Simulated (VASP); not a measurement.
# KI (I4mm) in VASP: a series of runs

The runs below take KI through single point, with PBE.

Everything below comes from runs of VASP 6.6.1. Logs are shortened: lines on timing, memory, paths and dates and some standing lists are left out, and cuts for length are marked.

## 1. The cell of the first run

Symmetry: I4mm, No. 107, tetragonal system. The conventional cell has a = 5.006 Å, b = 5.006 Å, c = 7.175 Å, α = 90.00°, β = 90.00°, γ = 90.00°. K (site symmetry 4mm) has 6 I at 3.25 to 3.92 Å within 4.3 Å. I (site symmetry 4mm) has 6 K at 3.25 to 3.92 Å within 4.3 Å.

## 2. Single point, PBE

INCAR

```
PREC     = Accurate       # precision mode
ENCUT    = 520            # plane-wave cutoff, eV
EDIFF    = 1E-7           # SCF threshold, eV
ISMEAR   = 0              # smearing method
SIGMA    = 0.05           # smearing width, eV
LREAL    = F              # projectors in reciprocal space
LASPH    = T              # aspherical terms in the spheres
NELM     = 60             # most SCF steps
ALGO     = Normal         # electronic algorithm
ISIF     = 2              # what is computed and relaxed
LWAVE    = F              # write WAVECAR
LCHARG   = F              # write CHGCAR
GGA      = PE             # functional
NBANDS   = 15             # bands
```

KPOINTS

```
regular mesh
0
Gamma
  6 6 6
```

POSCAR

```
KI
1.0
    0.0000000000      3.5396144312      3.5873258652
    3.5396144312      0.0000000000      3.5873258652
    3.5396144312      3.5396144312      0.0000000000
K I
1 1
Direct
   -0.0355696708     -0.0355696708      0.0355696708
    0.5109587445      0.5109587445      0.4890412555
```

Potentials or basis: VASP PAW PBE potentials, release 64 (K_sv, I).

Launch:

```sh
cat potpaw_PBE.64/K_sv/POTCAR potpaw_PBE.64/I/POTCAR > POTCAR
mpirun -np 1 vasp_std > vasp.out
```

OUTCAR:

```text
PREC = Accurate
   ENCUT = 520
   EDIFF = 1E-7
   ISMEAR = 0
   LREAL = F
   LASPH = T
   NELM = 60
   ISIF = 2
   GGA = PE

 ion  position               nearest neighbor table
   1  0.964  0.964  0.036-   2 3.25   2 3.56   2 3.56   2 3.56   2 3.56
   2  0.511  0.511  0.489-   1 3.25   1 3.56   1 3.56   1 3.56   1 3.56

  LATTYP: Found a body centered tetragonal cell.
 ALAT       =     5.0057707342
 C/A-ratio  =     1.4332761350

  Lattice vectors:

 A1 = (  -3.5396144312,   0.0000000000,   3.5873258652)
 A2 = (   3.5396144312,   0.0000000000,   3.5873258652)
 A3 = (   0.0000000000,   3.5396144312,  -3.5873258652)

Analysis of symmetry for initial positions (statically):
=====================================================================
 Subroutine PRICEL returns:
 Original cell was already a primitive cell.

 Routine SETGRP: Setting up the symmetry group for a
 body centered tetragonal supercell.

 Subroutine GETGRP returns: Found  8 space group operations
 (whereof  8 operations were pure point group operations)
 out of a pool of 16 trial point group operations.

The static configuration has the point symmetry C_4v.

Analysis of symmetry for dynamics (positions and initial velocities):
=====================================================================
 Subroutine PRICEL returns:
 Original cell was already a primitive cell.

 Routine SETGRP: Setting up the symmetry group for a
 body centered tetragonal supercell.

 Subroutine GETGRP returns: Found  8 space group operations
 (whereof  8 operations were pure point group operations)
 out of a pool of 16 trial point group operations.

The dynamic configuration has the point symmetry C_4v.

 Subroutine INISYM returns: Found  8 space group operations
 (whereof  8 operations are pure point group operations),
 and found     1 'primitive' translations

----------------------------------------------------------------------------------------

                                     Primitive cell

  volume of cell :      89.8903

  direct lattice vectors                    reciprocal lattice vectors
     0.000000000  3.539614431  3.587325865    -0.141258323  0.141258323  0.139379588
     3.539614431  0.000000000  3.587325865     0.141258323 -0.141258323  0.139379588
     3.539614431  3.539614431  0.000000000     0.141258323  0.141258323 -0.139379588

  length of vectors
     5.039620738  5.039620738  5.005770734     0.243586735  0.243586735  0.243586735

  position of ions in fractional coordinates (direct lattice)
     0.964430329  0.964430329  0.035569671
     0.510958745  0.510958745  0.489041255

  ion indices of the primitive-cell ions
   primitive index   ion index
                 1           1
                 2           2

----------------------------------------------------------------------------------------

 KPOINTS: regular mesh

Automatic generation of k-mesh.
 Grid dimensions read from file:
 generate k-points for:    6    6    6

 Generating k-lattice:

  Cartesian coordinates                     Fractional coordinates (reciprocal lattice)
    -0.023543054  0.023543054  0.023229931     0.166666667 -0.000000000  0.000000000
     0.023543054 -0.023543054  0.023229931    -0.000000000  0.166666667  0.000000000
     0.023543054  0.023543054 -0.023229931     0.000000000  0.000000000  0.166666667

  Length of vectors
     0.040597789  0.040597789  0.040597789

  Shift w.r.t. Gamma in fractional coordinates (k-lattice)
     0.000000000  0.000000000  0.000000000

 Subroutine IBZKPT returns following result:
 ===========================================

 Found     30 irreducible k-points:

 Following reciprocal coordinates:
            Coordinates               Weight
  0.000000  0.000000  0.000000      1.000000
  0.166667  0.000000  0.000000      8.000000
  0.333333  0.000000  0.000000      8.000000
  0.500000 -0.000000  0.000000      4.000000
  0.166667  0.166667  0.000000      2.000000
  0.333333  0.166667  0.000000      8.000000
[... 16 lines left out ...]
  0.333333  0.000000  0.333333      4.000000
  0.500000  0.000000  0.333333     16.000000
 [... further k-points ...]
   k-points           NKPTS =     30   k-points in BZ     NKDIM =     30   number of bands    NBANDS=     15
   number of dos      NEDOS =    301   number of ions     NIONS =      2
   total plane-waves  NPLWV =  64000
   dimension x,y,z NGX =    40 NGY =   40 NGZ =   40
   dimension x,y,z NGXF=    80 NGYF=   80 NGZF=   80
   ions per type =               1   1
   NGX,Y,Z   is equivalent  to a cutoff of  13.20, 13.20, 13.28 a.u.
   NGXF,Y,Z  is equivalent  to a cutoff of  26.39, 26.39, 26.57 a.u.
 SYSTEM =  unknown system
   PREC   = accura    normal or accurate (medium, high low for compatibility)
   ISTART =      0    job   : 0-new  1-cont  2-samecut
   ICHARG =      2    charge: 1-file 2-atom 10-const
   ISPIN  =      1    spin polarized calculation?
   LNONCOLLINEAR =      F non collinear calculations
   LSORBIT =      F    spin-orbit coupling
   LASPH  =      T    aspherical Exc in radial PAW
   ENCUT  =  520.0 eV  38.22 Ry    6.18 a.u.   9.37  9.37  9.31*2*pi/ulx,y,z
   NELM   =     60;   NELMIN=  2; NELMDL= -5     # of ELM steps
   EDIFF  = 0.1E-06   stopping-criterion for ELM
   LREAL  =      F    real-space projection
   EDIFFG = 0.1E-05   stopping-criterion for IOM
   NSW    =      0    number of steps for IOM
   IBRION =     -1    ionic relax: 0-MD 1-quasi-New 2-CG
   NFREE  =      0    steps in history (QN), initial steepest desc. (CG)
   ISIF   =      2    stress and relaxation
   ISYM   =      2    0-nonsym 1-usesym 2-fastsym
   POTIM  = 0.5000    time-step for ionic-motion
   TEBEG  =    0.0;   TEEND  =   0.0 temperature during run
   PSTRESS=    0.0 pullay stress
   NELECT =      16.0000    total number of electrons
   NUPDOWN=      -1.0000    fix difference up-down
   EMIN   =  10.00;   EMAX   =-10.00  energy-range for DOS
   EFERMI =   0.00;   METHOD = LEGACY
   ISMEAR =     0;   SIGMA  =   0.05  broadening in eV -4-tet -1-fermi 0-gaus
   EFERMI_NEDOS =   21; number of points for ismear=-14 and -15
   IALGO  =     38    algorithm
   IMIX   =      4    mixing-type and parameters
     AMIX     =   0.40;   BMIX     =  1.00
     AMIX_MAG =   1.60;   BMIX_MAG =  1.00
  volume/ion in A,a.u.               =      44.95       303.30
  Fermi-wavevector in a.u.,A,eV,Ry     =   0.920896  1.740241 11.538413  0.848049
  Thomas-Fermi vector in A             =   2.046252
   LORBIT       =      0    0 simple, 1 ext, 2 COOP (PROOUT), +10 PAW based schemes
   GGA     = PE    functional components
   LHFCALC =     F    Hartree Fock is set to
   AEXX    =    0.0000 exact exchange contribution
   IVDW    =     0    specifies the selected vdW correction
   LEPSILON=     F    determine dielectric tensor
   LRPA    =     F    only Hartree local field effects (RPA)
 non-spin polarized calculation
 Gauss-broadening in eV      SIGMA  =   0.05
  energy-cutoff  :      520.00
  volume of cell :       89.89
 maximum number of plane-waves:      2435
 NGX is ok and might be reduce to    40
   NGX = 19   NGY = 19   NGZ = 19

 number of electron      16.0000000 magnetization

 Free energy of the ion-electron system (eV)
  ---------------------------------------------------
  ext. energy  EPLUGINS =         0.00000000
  ---------------------------------------------------
  free energy    TOTEN  =        -5.50577937 eV

  energy without entropy =       -5.50577937  energy(sigma->0) =       -5.50577937

 E-fermi :  -0.2273     XC(G=0):  -7.0902

 val. band max:       -0.5383274144   @ k =   0.0000   0.0000   0.0000
 cond. band min:       3.4066172727   @ k =   0.0000   0.0000   0.0000
 fundamental gap:      3.9449446870
 Fermi energy:        -0.2272884472

 k-point     1 :       0.0000    0.0000    0.0000
  band No.  band energies     occupation
      1     -29.0277      2.00000
      2     -12.5402      2.00000
      3     -12.5144      2.00000
      4     -12.5144      2.00000
      5     -10.9823      2.00000
      6      -0.5500      2.00000
      7      -0.5383      2.00000
      8      -0.5383      2.00000
      9       3.4066      0.00000
     10       5.9893      0.00000
     11       6.0853      0.00000
     12       6.0853      0.00000
     13       6.7526      0.00000
     14       6.8488      0.00000
     15       9.1086      0.00000

 k-point     2 :       0.1667    0.0000    0.0000
  band No.  band energies     occupation
      1     -29.0272      2.00000
      2     -12.5699      2.00000
      3     -12.5223      2.00000
      4     -12.5149      2.00000
      5     -10.9163      2.00000
      6      -0.9371      2.00000
      7      -0.6191      2.00000
      8      -0.6154      2.00000
      9       4.0149      0.00000
     10       5.8917      0.00000
     11       6.2701      0.00000
     12       6.2997      0.00000
     13       7.1153      0.00000
     14       7.2297      0.00000
     15       9.9307      0.00000

 k-point     3 :       0.3333    0.0000    0.0000
  band No.  band energies     occupation
      1     -29.0263      2.00000
      2     -12.6345      2.00000
      3     -12.5260      2.00000
      4     -12.5161      2.00000
      5     -10.7897      2.00000
      6      -1.5375      2.00000
      7      -0.7637      2.00000
      8      -0.7603      2.00000
      9       4.7925      0.00000
     10       6.3675      0.00000
     11       6.8949      0.00000
     12       6.9044      0.00000
     13       7.9560      0.00000
     14       8.1079      0.00000
     15       9.0116      0.00000
[... 343 lines left out ...]
 k-point    23 :       0.3333    0.0000    0.3333
  band No.  band energies     occupation
      1     -29.0258      2.00000
      2     -12.5841      2.00000
      3     -12.5424      2.00000
      4     -12.5275      2.00000
      5     -10.8338      2.00000
      6      -1.4255      2.00000
      7      -0.8399      2.00000
      8      -0.8024      2.00000
      9       4.7918      0.00000
     10       5.1238      0.00000
     11       7.2533      0.00000
     12       7.4733      0.00000
     13       8.2502      0.00000
     14       8.2939      0.00000
     15       9.2153      0.00000

 k-point    24 :       0.5000    0.0000    0.3333
  band No.  band energies     occupation
      1     -29.0253      2.00000
      2     -12.5900      2.00000
      3     -12.5470      2.00000
      4     -12.5314      2.00000
      5     -10.8086      2.00000
      6      -1.4514      2.00000
      7      -1.0351      2.00000
      8      -0.8748      2.00000
      9       4.8782      0.00000
     10       5.6260      0.00000
     11       7.1921      0.00000
     12       7.7079      0.00000
     13       8.3351      0.00000
     14       8.7298      0.00000
     15       9.1709      0.00000

 [... further k-points ...]
[... 5 lines left out ...]
  --------------------------------------------------------------------------------------
  -------------------------------------------------------------------------------------
  Total        0.2081350      0.2081350      0.8824539      0.0000000      0.0000000     -0.0000000
  in kB        3.7097361      3.7097361     15.7285921      0.0000000      0.0000000     -0.0000000
  external PRESSURE =       7.7160215 kB  Pullay stress =       0.0000000 kB

 VOLUME and BASIS-vectors are now :
 -----------------------------------------------------------------------------
  energy-cutoff  :      520.00
  volume of cell :       89.89
      direct lattice vectors                 reciprocal lattice vectors
     0.000000000  3.539614431  3.587325865    -0.141258323  0.141258323  0.139379588
     3.539614431  0.000000000  3.587325865     0.141258323 -0.141258323  0.139379588
     3.539614431  3.539614431  0.000000000     0.141258323  0.141258323 -0.139379588

 POSITION                                       TOTAL-FORCE (eV/Angst)
 -----------------------------------------------------------------------------------
      3.53961      3.53961      6.91945         0.000000      0.000000      0.380033
      3.53961      3.53961      3.66595         0.000000      0.000000     -0.380033
 -----------------------------------------------------------------------------------
    total drift:                               -0.000000     -0.000000      0.000147

  FREE ENERGIE OF THE ION-ELECTRON SYSTEM (eV)
  ---------------------------------------------------
  free  energy   TOTEN  =        -5.5057793689 eV

  energy  without entropy=       -5.5057793689  energy(sigma->0) =       -5.50577937
```

Wall time 70 s (1 thread of Intel Xeon 8259CL, shared host); peak memory 0.25 GiB.

What came out:

```yaml
Free_energy: -5.5058 eV
Pressure: 0.8 GPa
Largest_force: 0.380 eV/Å
Band_gap_on_the_k_mesh: 3.94 eV, direct
```

Forces in eV/Å, atoms in the order of the input:
```
K    0.000  0.000  0.380
I    0.000  0.000 -0.380
```

Levels at points of the mesh, in eV from the valence-band top:
```tsv
k point	band 5	band 6	band 7	band 8	band 9	band 10	band 11	band 12
(0.00, 0.00, 0.00)	-10.44	-0.01	0.00	0.00	3.94	6.53	6.62	6.62
(0.50, 0.00, 0.00)	-10.19	-1.25	-0.29	-0.29	5.50	7.46	8.07	8.14
(0.50, 0.50, 0.00)	-10.29	-0.94	-0.32	-0.32	5.01	5.74	7.90	8.15
(0.50, 0.00, 0.50)	-10.30	-0.94	-0.38	-0.34	5.07	5.73	8.15	8.70
```

Caveat: spin-orbit coupling is left out, which moves the levels of the heavy elements. A hybrid or GW would open this gap; PBE tends to underestimate it.

[end of part 1 of 2]
